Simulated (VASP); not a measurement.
# H (Fm-3m) in VASP: a series of runs, part 2 of 2

VASP 6.6.1. Earlier steps stand in the parts before.

## 4. Relaxation of cell and atoms, r2SCAN

This run uses another cell than the first one, of 2.93 Å³/atom.

File POSCAR:

```
H
1.0
    0.0000000000      1.1363624474      1.1363624474
    1.1363624474      0.0000000000      1.1363624474
    1.1363624474      1.1363624474      0.0000000000
H
1
Direct
    0.0000000000      0.0000000000      0.0000000000
```

File INCAR.step1:

```
PREC     = Accurate       # precision mode
ENCUT    = 600            # plane-wave cutoff, eV
ISMEAR   = 0              # smearing method
SIGMA    = 0.1            # smearing width, eV
LREAL    = False          # projectors in reciprocal space
LASPH    = True           # aspherical terms in the spheres
NELM     = 80             # most SCF steps
GGA      = PE             # functional
ALGO     = Normal         # electronic algorithm
EDIFF    = 1E-4           # SCF threshold, eV
LWAVE    = True           # write WAVECAR
LCHARG   = False          # write CHGCAR
```

File INCAR.step2:

```
PREC     = Accurate       # precision mode
ENCUT    = 600            # plane-wave cutoff, eV
EDIFF    = 1E-6           # SCF threshold, eV
ISMEAR   = 0              # smearing method
SIGMA    = 0.1            # smearing width, eV
LREAL    = False          # projectors in reciprocal space
LASPH    = True           # aspherical terms in the spheres
NELM     = 80             # most SCF steps
ALGO     = Normal         # electronic algorithm
ISIF     = 3              # what is computed and relaxed
LWAVE    = False          # write WAVECAR
LCHARG   = False          # write CHGCAR
METAGGA  = R2SCAN         # meta-GGA
LMIXTAU  = True         
IBRION   = 2              # ionic algorithm
NSW      = 90             # ionic steps
EDIFFG   = -0.04          # ionic threshold
ISTART   = 1
```

File KPOINTS:

```
regular mesh
0
Gamma
  12 12 12
```

Potentials or basis: VASP PAW PBE potentials, release 64 (H).

Launch:

```sh
> cat potpaw_PBE.64/H/POTCAR > POTCAR
> cp INCAR.step1 INCAR
> mpirun -np 1 vasp_std > vasp.out
> cp INCAR.step2 INCAR
> mpirun -np 1 vasp_std > vasp.out
```

OUTCAR:

```text
PREC = Accurate
   ENCUT = 600
   EDIFF = 1E-6
   ISMEAR = 0
   LREAL = False
   LASPH = True
   NELM = 80
   ISIF = 3
   METAGGA = R2SCAN
   IBRION = 2
   NSW = 90
   EDIFFG = -0.04
   ISTART = 1

 ion  position               nearest neighbor table
   1  0.000  0.000  0.000-

  LATTYP: Found a face centered cubic cell.
 ALAT       =     2.2727248948

  Lattice vectors:

 A1 = (   0.0000000000,   1.1363624474,   1.1363624474)
 A2 = (   1.1363624474,   0.0000000000,   1.1363624474)
 A3 = (   1.1363624474,   1.1363624474,   0.0000000000)

Analysis of symmetry for initial positions (statically):
=====================================================================
 Subroutine PRICEL returns:
 Original cell was already a primitive cell.

 Routine SETGRP: Setting up the symmetry group for a
 face centered cubic supercell.

 Subroutine GETGRP returns: Found 48 space group operations
 (whereof 48 operations were pure point group operations)
 out of a pool of 48 trial point group operations.

The static configuration has the point symmetry O_h .

Analysis of symmetry for dynamics (positions and initial velocities):
=====================================================================
 Subroutine PRICEL returns:
 Original cell was already a primitive cell.

 Routine SETGRP: Setting up the symmetry group for a
 face centered cubic supercell.

 Subroutine GETGRP returns: Found 48 space group operations
 (whereof 48 operations were pure point group operations)
 out of a pool of 48 trial point group operations.

The dynamic configuration has the point symmetry O_h .

 Subroutine INISYM returns: Found 48 space group operations
 (whereof 48 operations are pure point group operations),
 and found     1 'primitive' translations

----------------------------------------------------------------------------------------

                                     Primitive cell
[... 107 lines left out ...]
   IMIX   =      4    mixing-type and parameters
     AMIX     =   0.40;   BMIX     =  1.00
     AMIX_MAG =   1.60;   BMIX_MAG =  1.00
  volume/ion in A,a.u.               =       2.93        19.81
  Fermi-wavevector in a.u.,A,eV,Ry     =   1.143443  2.160794 17.789108  1.307463
  Thomas-Fermi vector in A             =   2.280138
   LORBIT       =      0    0 simple, 1 ext, 2 COOP (PROOUT), +10 PAW based schemes
   METAGGA = R2SCAN    functional components
   LHFCALC =     F    Hartree Fock is set to
   AEXX    =    0.0000 exact exchange contribution
   IVDW    =     0    specifies the selected vdW correction
   LEPSILON=     F    determine dielectric tensor
   LRPA    =     F    only Hartree local field effects (RPA)
 conjugate gradient relaxation of ions
 non-spin polarized calculation
 Gauss-broadening in eV      SIGMA  =   0.10
  energy-cutoff  :      600.00
  volume of cell :        2.93
 maximum number of plane-waves:       113
 NGX is ok and might be reduce to    14
   NGX =  7   NGY =  7   NGZ =  7

 number of electron       1.0000000 magnetization

 Free energy of the ion-electron system (eV)
  ---------------------------------------------------
  ext. energy  EPLUGINS =         0.00000000
  ---------------------------------------------------
  free energy    TOTEN  =        -2.09714786 eV

  energy without entropy =       -2.09637754  energy(sigma->0) =       -2.09676270

 E-fermi :   2.4337     XC(G=0): -12.1994

 val. band max:        2.3401819744   @ k =   0.5000   0.2500   0.0833
 cond. band min:       2.6490919280   @ k =  -0.4167   0.0833   0.0000
 fundamental gap:      0.3089099536
 Fermi energy:         2.4337242059

 k-point     1 :       0.0000    0.0000    0.0000
  band No.  band energies     occupation
      1     -14.6713      2.00000
      2      62.5973      0.00000
      3      78.8266      0.00000
      4      78.8266      0.00000
[... 155 lines left out ...]
 k-point    24 :      -0.4167    0.1667    0.0000
  band No.  band energies     occupation
      1       5.5996      0.00000
      2      15.9463      0.00000
      3      44.3465      0.00000
      4      60.5685      0.00000

 [... further k-points ...]

------------------------ aborting loop because EDIFF is reached ----------------------------------------

  FORCE on cell =-STRESS in cart. coord.  units (eV):
  Direction    XX          YY          ZZ          XY          YZ          ZX
  --------------------------------------------------------------------------------------
  -------------------------------------------------------------------------------------
  Total       -0.0187390     -0.0187390     -0.0187390      0.0000000      0.0000000     -0.0000000
  in kB      -10.2300161    -10.2300161    -10.2300161      0.0000000      0.0000000     -0.0000000
  external PRESSURE =     -10.2300161 kB  Pullay stress =       0.0000000 kB

 VOLUME and BASIS-vectors are now :
 -----------------------------------------------------------------------------
  energy-cutoff  :      600.00
  volume of cell :        2.93
      direct lattice vectors                 reciprocal lattice vectors
     0.000000000  1.136362447  1.136362447    -0.440000460  0.440000460  0.440000460
     1.136362447  0.000000000  1.136362447     0.440000460 -0.440000460  0.440000460
     1.136362447  1.136362447  0.000000000     0.440000460  0.440000460 -0.440000460

 POSITION                                       TOTAL-FORCE (eV/Angst)
 -----------------------------------------------------------------------------------
      0.00000      0.00000      0.00000        -0.000000      0.000000      0.000000
 -----------------------------------------------------------------------------------
    total drift:                               -0.000000     -0.000000     -0.000000

  FREE ENERGIE OF THE ION-ELECTRON SYSTEM (eV)
  ---------------------------------------------------
  free  energy   TOTEN  =        -2.0971478648 eV

  energy  without entropy=       -2.0963775358  energy(sigma->0) =       -2.09676270

 reached required accuracy - stopping structural energy minimisation
```

OUTCAR.step1:

```text
PREC = Accurate
   ENCUT = 600
   ISMEAR = 0
   LREAL = False
   LASPH = True
   NELM = 80
[... 383 lines left out ...]

 POSITION                                       TOTAL-FORCE (eV/Angst)
 -----------------------------------------------------------------------------------
      0.00000      0.00000      0.00000         0.000000      0.000000      0.000000
 -----------------------------------------------------------------------------------
    total drift:                               -0.000000     -0.000000     -0.000000

  FREE ENERGIE OF THE ION-ELECTRON SYSTEM (eV)
  ---------------------------------------------------
  free  energy   TOTEN  =        -2.1511323242 eV

  energy  without entropy=       -2.1503364940  energy(sigma->0) =       -2.15073441
```

It took 3.4 s on 1 thread of Intel Xeon Platinum 8488C (Sapphire Rapids), shared host; peak memory 0.1 GiB.

What came out:

* Free energy: -2.0971 eV
* Pressure after relaxing: -1.0 GPa
* Band gap on the k mesh: zero (an odd number of electrons rules out a gap without spin polarisation)

Final structure:
```
H
1.0
     0.00000    1.13636    1.13636
     1.13636    0.00000    1.13636
     1.13636    1.13636    0.00000
H
1
Direct
  0.00000 0.00000 0.00000
```

Caveat: the k points lie up to 0.40 Å⁻¹ apart in the final cell, too coarse for converged energies and pressures of a metal; the relaxation stopped at its first step, so nothing moved; the PAW data sets were made with another functional, which shifts forces and pressure a little.

## 5. Summary

```tsv
task	cell	k mesh	cutoff (eV)	gap on the mesh (eV)	pressure (GPa)
single point	a = 1.603 Å, angles 60.0°, 1 atom	12 × 12 × 12	520	none	-0.5
single point	a = 2.433 Å, angles 60.0°, 1 atom	8 × 8 × 8	520	none	-16.4
relaxation of cell and atoms	relaxed from a = 1.607 Å, angles 60.0°, 1 atom	12 × 12 × 12	600	none	-1.0
```

Alike in all rows: level r2SCAN; potentials or basis VASP PAW PBE potentials, release 64 (H); no spin polarisation; smearing gaussian 0.1 eV.

Caveats: all runs use coarse meshes; the PAW data sets were made with another functional, which shifts forces and pressure a little; the relaxation stopped at its first step, so nothing moved (at least some runs).

Total energies depend on the potentials used, so only differences within one code and one set of settings carry meaning.
